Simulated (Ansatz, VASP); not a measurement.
## One calculation of VO2, two programs

```
CELL_PARAMETERS angstrom
4.53000 0.00000 0.00000
0.00000 4.53000 0.00000
0.00000 0.00000 2.86900
ATOMIC_POSITIONS crystal
V 0.00000 0.00000 0.00000
V 0.50000 0.50000 0.50000
O 0.30500 0.30500 0.00000
O 0.19500 0.80500 0.50000
O 0.69500 0.69500 0.00000
O 0.80500 0.19500 0.50000
```

Alike in both runs: task relaxation of cell and atoms; functional PBE; k mesh 6 × 6 × 10; occupations gaussian, width 0.05 eV; no spin polarisation.

|  | VASP | Ansatz |
| --- | --- | --- |
| version | VASP 6.6.1 | Ansatz 0.2.0 |
| potentials or method | VASP PAW PBE potentials, release 64 (V_sv, O), cutoff 600 eV | scalar-relativistic, plane waves, PAW |
| valence electrons in the cell | 50 | 50 |

Ansatz gave:

| Item | Value |
| --- | --- |
| gap on the k mesh at the Fermi level, each at its own relaxed structure (eV) | none |
| relaxed volume (Å³/atom) | 9.85 |
| relaxed cell length with the largest relative difference (Å) | 2.775 |

**Question.** Estimate VASP's values.

**Answer.** gap on the k mesh at the Fermi level, each at its own relaxed structure (eV): none; relaxed volume (Å³/atom): 9.88; relaxed cell length with the largest relative difference (Å): 2.780.

A gap of «none» marks a metal or a gap that the smearing closes.
